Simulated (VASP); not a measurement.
# Si9C3N8 in VASP: a series of runs, part 2 of 2

VASP 6.6.1. Earlier steps stand in the parts before.

## (4) Single point, PBE

The input, INCAR:

```
PREC = Accurate
ENCUT = 520
EDIFF = 1E-6
ISMEAR = -1
SIGMA = 0.3447
LREAL = Auto
LASPH = T
NELM = 120
ALGO = Normal
ISIF = 2
LWAVE = F
LCHARG = T
GGA = PE
LELF = T
LVHAR = T
NBANDS = 60
ISYM = -1
GGA_COMPAT = F
```

The input, KPOINTS:

```
explicit points
1
Reciprocal
  0.25000000   0.25000000   0.25000000 1
```

The input, POSCAR:

```
Si9C3N8
1.0
    6.5417270000     -0.1058040000     -0.0528750000
   -0.1058040000      5.8803450000     -0.0308140000
   -0.0528750000     -0.0308140000      6.2531300000
Si C N
9 3 8
Direct
    0.6798190153      0.6939855158      0.8501553462
    0.7227362543     -0.0926519967      0.4107843113
    0.0182934513      0.8942973142     -0.0978055560
    0.3100705425     -0.0026215614      0.2721363860
    0.4514309049      0.5225084540      0.1132530404
    0.3594651197      0.8149366647      0.6109526232
    0.6526537891      0.3693847172      0.4857594980
    0.0013642417      0.2424457150      0.4401280409
    0.8913604188      0.5411460374      0.2043518296
    0.1877116811      0.7285719696      1.1134514190
    1.2433190674      0.4646760109      0.8033727145
    0.9262155178      0.3692624042     -0.0951182692
    0.0688447689      0.4088754383      0.7286813572
    0.4789800211      0.6030248642      0.4950750547
    0.4744142369      0.2600944448      0.2969151774
    0.1050353794      0.9432988855      0.6448601832
    0.6381982364     -0.0767969279      0.6965873588
    0.9681148872      0.1939160529      0.0029163641
    0.7172637539      0.4457413904      0.7667223288
    0.5944244821      0.7730327512      0.0970917646
```

Potentials or basis: VASP PAW PBE potentials, release 64 (Si, C, N).

Started as:

```sh
cat potpaw_PBE.64/Si/POTCAR potpaw_PBE.64/C/POTCAR potpaw_PBE.64/N/POTCAR > POTCAR
mpirun -np 1 vasp_std > vasp.out
```

OUTCAR:

```text
PREC = Accurate
   ENCUT = 520
   EDIFF = 1E-6
   ISMEAR = -1
   LREAL = Auto
   LASPH = T
   NELM = 120
   ISIF = 2
   GGA = PE
   ISYM = -1

 ion  position               nearest neighbor table
   1  0.680  0.694  0.850-  19 1.57  17 1.69  20 1.72   5 2.44   3 2.49  12 2.56   6 2.68   9 2.77
                             7 2.96   2 3.05
   2  0.723  0.907  0.411-  17 1.88  20 2.25  14 2.42   8 2.64   6 2.74   9 2.77   7 2.81   4 2.89
                             1 3.05
   3  0.018  0.894  0.902-  16 1.74  18 1.91  10 1.99   1 2.49   9 2.93   6 2.95   4 3.02
   4  0.310  0.997  0.272-  15 1.86  10 2.00   6 2.41   8 2.74   2 2.89   3 3.02   5 3.13
   5  0.451  0.523  0.113-  20 1.72  15 1.94  10 2.14  11 2.37  14 2.43   1 2.44   7 2.83   9 2.92
                             4 3.13
   6  0.359  0.815  0.611-  14 1.66  16 1.87  17 1.97   4 2.41  11 2.50   1 2.68   2 2.74   3 2.95

   7  0.653  0.369  0.486-  15 1.75  14 1.81  19 1.85   8 2.44   9 2.56   2 2.81   5 2.83   1 2.96

   8  0.001  0.242  0.440-  13 2.08  16 2.30   9 2.43   7 2.44   2 2.64   4 2.74
   9  0.891  0.541  0.204-  12 2.14  10 2.28   8 2.43  18 2.46   7 2.56   1 2.77   2 2.77   5 2.92
                             3 2.93
[... 161 lines left out ...]
      2     -11.5013      2.00000
      3     -11.1538      2.00000
      4     -10.3812      2.00000
      5      -9.6529      2.00000
      6      -9.5461      2.00000
[... 48 lines left out ...]
     55      10.3933      0.00005
     56      10.6728      0.00002
 [bands above 56 left out]

------------------------ aborting loop because EDIFF is reached ----------------------------------------

  FORCE on cell =-STRESS in cart. coord.  units (eV):
  Direction    XX          YY          ZZ          XY          YZ          ZX
  --------------------------------------------------------------------------------------
  -------------------------------------------------------------------------------------
  Total       -4.0849138      7.2315438      4.0232227      5.7220860     -0.3897868     -4.7632517
  in kB      -27.2187849     48.1855540     26.8077222     38.1276657     -2.5972455    -31.7387171
  external PRESSURE =      15.9248304 kB  Pullay stress =       0.0000000 kB

 VOLUME and BASIS-vectors are now :
 -----------------------------------------------------------------------------
  energy-cutoff  :      520.00
  volume of cell :      240.45
      direct lattice vectors                 reciprocal lattice vectors
     6.541727000 -0.105804000 -0.052875000     0.152920006  0.002758309  0.001306648
    -0.105804000  5.880345000 -0.030814000     0.002758309  0.170112194  0.000861598
    -0.052875000 -0.030814000  6.253130000     0.001306648  0.000861598  0.159935207

 POSITION                                       TOTAL-FORCE (eV/Angst)
 -----------------------------------------------------------------------------------
      4.32881      3.98275      5.25880         2.052055      6.161578      1.268327
      4.61022      5.24639      2.50251        -0.186054     -0.861927      0.872331
     -0.02265      5.22904      5.61301         0.140371      1.105159      0.930817
      1.90848      5.82374      1.65458         0.607310      0.694440      0.171732
      2.89187      3.02128      0.66822        -4.328722     -0.666446      1.901440
      2.23300      4.73525      3.77625        -0.977092      2.102974     -0.288206
[... 12 lines left out ...]
      4.60444      2.52160      4.74275         0.881569     -5.780704     -0.928953
      3.80164      4.47981      0.55188        -0.167995     -1.053882      0.112126
 -----------------------------------------------------------------------------------
    total drift:                                0.024056      0.001544      0.010365

  FREE ENERGIE OF THE ION-ELECTRON SYSTEM (eV)
  ---------------------------------------------------
  free  energy   TOTEN  =      -130.2460455357 eV

  energy  without entropy=     -127.9609704798  energy(sigma->0) =     -129.10350801
```

OSZICAR:

```text
N       E                     dE             d eps       ncg     rms          rms(c)
DAV:   1     0.385781950726E+03    0.38578E+03   -0.40787E+04   120   0.132E+03
DAV:   2    -0.103626956127E+03   -0.48941E+03   -0.46553E+03   152   0.264E+02
DAV:   3    -0.145265919316E+03   -0.41639E+02   -0.40829E+02   152   0.757E+01
DAV:   4    -0.146326393111E+03   -0.10605E+01   -0.10552E+01   160   0.129E+01
DAV:   5    -0.146344169442E+03   -0.17776E-01   -0.17745E-01   152   0.168E+00    0.273E+01
DAV:   6    -0.130949551674E+03    0.15395E+02   -0.73094E+01   152   0.336E+01    0.142E+01
DAV:   7    -0.130493668902E+03    0.45588E+00   -0.95652E+00   144   0.127E+01    0.751E+00
DAV:   8    -0.130282117268E+03    0.21155E+00   -0.14109E+00   144   0.549E+00    0.385E+00
DAV:   9    -0.130244283640E+03    0.37834E-01   -0.31274E-01   136   0.267E+00    0.121E+00
DAV:  10    -0.130244257443E+03    0.26198E-04   -0.76144E-02   144   0.121E+00    0.642E-01
DAV:  11    -0.130245175984E+03   -0.91854E-03   -0.12591E-02   144   0.466E-01    0.416E-01
DAV:  12    -0.130245767016E+03   -0.59103E-03   -0.23394E-03   144   0.239E-01    0.169E-01
DAV:  13    -0.130246003442E+03   -0.23643E-03   -0.97902E-04   136   0.135E-01    0.527E-02
DAV:  14    -0.130246026368E+03   -0.22925E-04   -0.12854E-04   152   0.535E-02    0.245E-02
DAV:  15    -0.130246038330E+03   -0.11962E-04   -0.44398E-05   128   0.279E-02    0.106E-02
DAV:  16    -0.130246043679E+03   -0.53498E-05   -0.89784E-06   144   0.125E-02    0.426E-03
DAV:  17    -0.130246045125E+03   -0.14459E-05   -0.15777E-06    96   0.588E-03    0.237E-03
DAV:  18    -0.130246045536E+03   -0.41049E-06   -0.48203E-07    80   0.294E-03
   1 F= -.13024605E+03 E0= -.12910351E+03  d E =-.228508E+01
```

Run time: 33 s. Hardware: 1 thread of AMD EPYC 7R13 (Zen 3), shared host; peak memory 0.28 GiB.

Results:

```
Free energy   : -130.2460 eV
Pressure      : 1.6 GPa
Largest force : 6.952 eV/Å
```

Forces on the atoms (eV/Å):
```
Si   2.052  6.162  1.268
Si  -0.186 -0.862  0.872
Si   0.140  1.105  0.931
Si   0.607  0.694  0.172
Si  -4.329 -0.666  1.901
Si  -0.977  2.103 -0.288
Si  -0.797  1.646  1.742
Si   0.644 -1.583  0.519
Si   2.339  1.797 -0.497
C   -1.046  1.121  0.383
C    2.364  1.479  0.095
C   -2.656  2.536 -2.178
N    1.126  0.402 -0.185
N    0.882 -1.672 -2.013
N   -0.936 -1.206 -3.103
N    1.819 -0.876  0.155
N   -1.651  1.085 -1.597
N   -0.110 -6.430  2.639
N    0.882 -5.781 -0.929
N   -0.168 -1.054  0.112
```

Caveat: the atoms stand as in a frame of molecular dynamics.

## (5) Single point, PBE

The input, INCAR:

```
SYSTEM = Si9C3N8
PREC     = Accurate       ! precision mode
ENCUT    = 520            ! plane-wave cutoff, eV
EDIFF    = 1E-6           ! SCF threshold, eV
ISMEAR   = -1             ! smearing method
SIGMA    = 0.2482         ! smearing width, eV
LREAL    = Auto         
LASPH    = .True.         ! aspherical terms in the spheres
NELM     = 120            ! most SCF steps
ALGO     = Normal         ! electronic algorithm
ISIF     = 2              ! what is computed and relaxed
LWAVE    = .False.        ! write WAVECAR
LCHARG   = .False.        ! write CHGCAR
GGA      = PE             ! functional
ISYM     = -1           
NBANDS   = 60             ! bands
GGA_COMPAT= .False.
```

KPOINTS is that of step 4.

The input, POSCAR:

```
Si9C3N8
1.0
    6.5417270000     -0.1058040000     -0.0528750000
   -0.1058040000      5.8803450000     -0.0308140000
   -0.0528750000     -0.0308140000      6.2531300000
Si C N
9 3 8
Direct
    0.7870413313      0.8525291084      0.8175231672
    0.7467116791      0.7848158634      0.3097928071
    0.1268600482      0.8862422185      0.8807911226
    0.3167749506      1.1562177638      0.3165538170
    0.4267426694      0.5710896349      0.0710066118
    0.4158238486      0.7517270920      0.5369903400
    0.6838585205      0.2338306267      0.4488800451
    0.0205341481      0.2877646404      0.3746598780
    1.0364636321      0.6654688604      0.3253874095
    0.2339827282      0.7627870815      0.1561268289
    0.2669327126      0.4577727207      0.7884396895
    0.7287067043      0.2813570260      1.0246737398
    0.1911052681      0.3267713322      0.6605915474
    0.5663847309      0.5680809226      0.3973532356
    0.3471502522      0.3231426546      0.1032130929
    0.2143085708      0.8921925647      0.6155767731
    0.6603631480      0.9354499858      0.5842663846
    0.7876947866      0.1827073634      0.2037084319
    0.7002085217      0.3928902575      0.8645225745
    0.6114263200      0.7792228856     -0.0067485978
```

Potentials or basis: VASP PAW PBE potentials, release 64 (Si, C, N).

Started as:

```sh
cat potpaw_PBE.64/Si/POTCAR potpaw_PBE.64/C/POTCAR potpaw_PBE.64/N/POTCAR > POTCAR
mpirun -np 1 vasp_std > vasp.out
```

OUTCAR:

```text
SYSTEM = Si9C3N8
   PREC = Accurate
   ENCUT = 520
   EDIFF = 1E-6
   ISMEAR = -1
   LREAL = Auto
   LASPH = .True.
   NELM = 120
   ISIF = 2
   GGA = PE
   ISYM = -1

 ion  position               nearest neighbor table
   1  0.787  0.853  0.818-  20 1.65  17 1.75   3 2.25   6 3.01   2 3.12
   2  0.747  0.785  0.310-  14 1.80  17 2.02   9 2.05  20 2.15  18 2.45   6 2.61   5 2.81   7 2.82
                             1 3.12
   3  0.127  0.886  0.881-  16 1.76  10 2.00   1 2.25   5 2.99   6 3.00   9 3.14
   4  0.317  0.156  0.317-  15 1.67   8 2.15  10 2.55   7 2.55   6 2.85   5 2.97
   5  0.427  0.571  0.071-  15 1.55  20 1.77  10 1.80  11 2.13  14 2.22   2 2.81   4 2.97   3 2.99
                             9 3.09   6 3.09
   6  0.416  0.752  0.537-  16 1.66  14 1.73  17 1.92  11 2.53   2 2.61   9 2.82   4 2.85   3 3.00
                             1 3.01   5 3.09
   7  0.684  0.234  0.449-  18 1.72  17 1.96  14 2.16   8 2.27   4 2.55   2 2.82
   8  0.021  0.288  0.375-  18 1.93  13 2.10   4 2.15   9 2.24   7 2.27
   9  0.036  0.665  0.325-  10 1.77   2 2.05   8 2.24   6 2.82   5 3.09   3 3.14
  10  0.234  0.763  0.156-   9 1.77   5 1.80   3 2.00   4 2.55
  11  0.267  0.458  0.788-  13 1.19   5 2.13   6 2.53
  12  0.729  0.281  0.025-  19 1.22  18 1.32
  13  0.191  0.327  0.661-  11 1.19   8 2.10
  14  0.566  0.568  0.397-   6 1.73   2 1.80   7 2.16   5 2.22
  15  0.347  0.323  0.103-   5 1.55   4 1.67
  16  0.214  0.892  0.616-   6 1.66   3 1.76
  17  0.660  0.935  0.584-   1 1.75   6 1.92   7 1.96   2 2.02
  18  0.788  0.183  0.204-  12 1.32   7 1.72   8 1.93   2 2.45
  19  0.700  0.393  0.865-  12 1.22
  20  0.611  0.779  0.993-   1 1.65   5 1.77   2 2.15

IMPORTANT INFORMATION: All symmetrisations will be switched off!
NOSYMM: (Re-)initialisation of all symmetry stuff for point group C_1.

----------------------------------------------------------------------------------------

                                     Primitive cell

  volume of cell :     240.4500

  direct lattice vectors                    reciprocal lattice vectors
     6.541727000 -0.105804000 -0.052875000     0.152920006  0.002758309  0.001306648
    -0.105804000  5.880345000 -0.030814000     0.002758309  0.170112194  0.000861598
    -0.052875000 -0.030814000  6.253130000     0.001306648  0.000861598  0.159935207

  length of vectors
     6.542796221  5.881377501  6.253429464     0.152950462  0.170136737  0.159942865

  position of ions in fractional coordinates (direct lattice)
     0.787041331  0.852529108  0.817523167
     0.746711679  0.784815863  0.309792807
     0.126860048  0.886242219  0.880791123
     0.316774951  0.156217764  0.316553817
     0.426742669  0.571089635  0.071006612
     0.415823849  0.751727092  0.536990340
[... 12 lines left out ...]
     0.700208522  0.392890257  0.864522575
     0.611426320  0.779222886  0.993251402

  ion indices of the primitive-cell ions
   primitive index   ion index
                 1           1
                 2           2
                 3           3
                 4           4
                 5           5
                 6           6
[... 12 lines left out ...]
                19          19
                20          20

----------------------------------------------------------------------------------------

 KPOINTS: explicit points

Read explicit list of k-points.

 Found      1 k-points:

 Following reciprocal coordinates:
            Coordinates               Weight
  0.250000  0.250000  0.250000      1.000000
   k-points           NKPTS =      1   k-points in BZ     NKDIM =      1   number of bands    NBANDS=     60
   number of dos      NEDOS =    301   number of ions     NIONS =     20
   total plane-waves  NPLWV = 115200
   dimension x,y,z NGX =    50 NGY =   48 NGZ =   48
   dimension x,y,z NGXF=   100 NGYF=   96 NGZF=   96
   ions per type =               9   3   8
   NGX,Y,Z   is equivalent  to a cutoff of  12.70, 13.57, 12.76 a.u.
   NGXF,Y,Z  is equivalent  to a cutoff of  25.41, 27.14, 25.52 a.u.
 SYSTEM =  Si9C3N8
   PREC   = accura    normal or accurate (medium, high low for compatibility)
   ISTART =      0    job   : 0-new  1-cont  2-samecut
   ICHARG =      2    charge: 1-file 2-atom 10-const
   ISPIN  =      1    spin polarized calculation?
   LNONCOLLINEAR =      F non collinear calculations
   LSORBIT =      F    spin-orbit coupling
   LASPH  =      T    aspherical Exc in radial PAW
   ENCUT  =  520.0 eV  38.22 Ry    6.18 a.u.  12.17 10.94 11.63*2*pi/ulx,y,z
   NELM   =    120;   NELMIN=  2; NELMDL= -5     # of ELM steps
   EDIFF  = 0.1E-05   stopping-criterion for ELM
   LREAL  =      T    real-space projection
   EDIFFG = 0.1E-04   stopping-criterion for IOM
   NSW    =      0    number of steps for IOM
   IBRION =     -1    ionic relax: 0-MD 1-quasi-New 2-CG
   NFREE  =      0    steps in history (QN), initial steepest desc. (CG)
   ISIF   =      2    stress and relaxation
   ISYM   =     -1    0-nonsym 1-usesym 2-fastsym
   POTIM  = 0.5000    time-step for ionic-motion
   TEBEG  =    0.0;   TEEND  =   0.0 temperature during run
   PSTRESS=    0.0 pullay stress
   NELECT =      88.0000    total number of electrons
   NUPDOWN=      -1.0000    fix difference up-down
   EMIN   =  10.00;   EMAX   =-10.00  energy-range for DOS
   EFERMI =   0.00;   METHOD = LEGACY
   ISMEAR =    -1;   SIGMA  =   0.25  broadening in eV -4-tet -1-fermi 0-gaus
   EFERMI_NEDOS =   21; number of points for ismear=-14 and -15
   IALGO  =     38    algorithm
   IMIX   =      4    mixing-type and parameters
     AMIX     =   0.40;   BMIX     =  1.00
     AMIX_MAG =   1.60;   BMIX_MAG =  1.00
  volume/ion in A,a.u.               =      12.02        81.13
  Fermi-wavevector in a.u.,A,eV,Ry     =   1.171011  2.212889 18.657203  1.371266
  Thomas-Fermi vector in A             =   2.307461
   LORBIT       =      0    0 simple, 1 ext, 2 COOP (PROOUT), +10 PAW based schemes
   GGA     = PE    functional components
   LHFCALC =     F    Hartree Fock is set to
   AEXX    =    0.0000 exact exchange contribution
   IVDW    =     0    specifies the selected vdW correction
   LEPSILON=     F    determine dielectric tensor
   LRPA    =     F    only Hartree local field effects (RPA)
 non-spin polarized calculation
  energy-cutoff  :      520.00
  volume of cell :      240.45
 maximum number of plane-waves:      6468
 NGX is ok and might be reduce to    48
   NGX = 25   NGY = 21   NGZ = 23

 number of electron      88.0000000 magnetization

 Free energy of the ion-electron system (eV)
  ---------------------------------------------------
  ext. energy  EPLUGINS =         0.00000000
  ---------------------------------------------------
  free energy    TOTEN  =      -132.67463589 eV

  energy without entropy =     -131.83962091  energy(sigma->0) =     -132.25712840

 E-fermi :   6.8342     XC(G=0): -10.4364

 val. band max:        6.6486741964   @ k =   0.2500   0.2500   0.2500
 cond. band min:       7.0178470768   @ k =   0.2500   0.2500   0.2500
 fundamental gap:      0.3691728804
 Fermi energy:         6.8341742189

 k-point     1 :       0.2500    0.2500    0.2500
  band No.  band energies     occupation
      1     -13.2608      2.00000
      2     -11.9493      2.00000
      3     -11.4307      2.00000
      4     -11.2931      2.00000
      5      -9.9203      2.00000
      6      -9.6125      2.00000
[... 48 lines left out ...]
     55      10.5085      0.00000
     56      10.7295      0.00000
 [bands above 56 left out]

------------------------ aborting loop because EDIFF is reached ----------------------------------------

  FORCE on cell =-STRESS in cart. coord.  units (eV):
  Direction    XX          YY          ZZ          XY          YZ          ZX
  --------------------------------------------------------------------------------------
  -------------------------------------------------------------------------------------
  Total       24.3268219     17.2022358      0.1610415     -3.6569328      6.3350169     -6.9801526
  in kB      162.0955948    114.6227265      1.0730588    -24.3670421     42.2117748    -46.5104732
  external PRESSURE =      92.5971267 kB  Pullay stress =       0.0000000 kB

 VOLUME and BASIS-vectors are now :
 -----------------------------------------------------------------------------
  energy-cutoff  :      520.00
  volume of cell :      240.45
      direct lattice vectors                 reciprocal lattice vectors
     6.541727000 -0.105804000 -0.052875000     0.152920006  0.002758309  0.001306648
    -0.105804000  5.880345000 -0.030814000     0.002758309  0.170112194  0.000861598
    -0.052875000 -0.030814000  6.253130000     0.001306648  0.000861598  0.159935207

 POSITION                                       TOTAL-FORCE (eV/Angst)
 -----------------------------------------------------------------------------------
      5.01518      4.90470      5.04419        -0.031632     -0.173848     -0.166585
      4.78537      4.52644      1.87351        -4.853323      1.468616     -0.789740
      0.68954      5.17085      5.47368         0.596173     -0.297277      0.445035
      2.03899      0.87534      1.95789         1.906592     -2.191141     -1.471545
      2.72746      3.31087      0.40385         1.138084      4.464977     -1.280938
      2.61228      4.35987      3.31272         1.900424      0.575265      0.124123
[... 12 lines left out ...]
      4.49329      2.20961      5.35684         1.033906     -2.308425      1.276416
      3.86482      4.48680      6.15459         0.216541     -0.179306      2.919969
 -----------------------------------------------------------------------------------
    total drift:                               -0.003129      0.003219      0.008203

  FREE ENERGIE OF THE ION-ELECTRON SYSTEM (eV)
  ---------------------------------------------------
  free  energy   TOTEN  =      -132.6746358880 eV

  energy  without entropy=     -131.8396209098  energy(sigma->0) =     -132.25712840
```

It took 29 s on 1 thread of AMD EPYC 7R13 (Zen 3), shared host; peak memory 0.28 GiB.

Results:

```yaml
Free_energy: -132.6746 eV
Pressure: 9.3 GPa
Largest_force: 5.732 eV/Å
```

Forces in eV/Å, atoms in the order of the input:
```
Si  -0.032 -0.174 -0.167
Si  -4.853  1.469 -0.790
Si   0.596 -0.297  0.445
Si   1.907 -2.191 -1.472
Si   1.138  4.465 -1.281
Si   1.900  0.575  0.124
Si  -2.953  0.481  3.240
Si  -1.560  0.072  2.300
Si   3.404 -0.380  0.448
C   -0.590  2.990 -1.454
C    0.760  1.257 -0.412
C    0.681  0.233 -2.189
N   -0.294  0.374  0.017
N    0.554 -0.396 -1.198
N   -1.216 -5.493  1.095
N   -1.197 -0.866  1.117
N    0.428  0.355 -1.299
N    0.077  0.015 -2.723
N    1.034 -2.308  1.276
N    0.217 -0.179  2.920
```

Stress tensor (GPa, compression positive):
```
16.21 -2.44 -4.65
-2.44 11.46  4.22
-4.65  4.22  0.11
```

Caveat: the atoms stand as in a frame of molecular dynamics.

## (6) Overview

| cell | smearing | pressure (GPa) | largest force (eV/Å) |
| --- | --- | --- | --- |
| as given, atomic positions A | fermi-dirac 0.3447 eV | 1.3 | 6.07 |
| as given, atomic positions B | fermi-dirac 0.3447 eV | 2.2 | 8.44 |
| as given, atomic positions C | fermi-dirac 0.3447 eV | 1.6 | 6.95 |
| as given, atomic positions D | fermi-dirac 0.2482 eV | 9.3 | 5.73 |

Alike in all rows: task single point; level PBE; potentials or basis VASP PAW PBE potentials, release 64 (Si, C, N); no spin polarisation; k mesh 1 × 1 × 1, shifted; cutoff (eV) 520.

Caveats: the atoms stand as in a frame of molecular dynamics.

Total energies depend on the potentials used, so only differences within one code and one set of settings carry meaning.
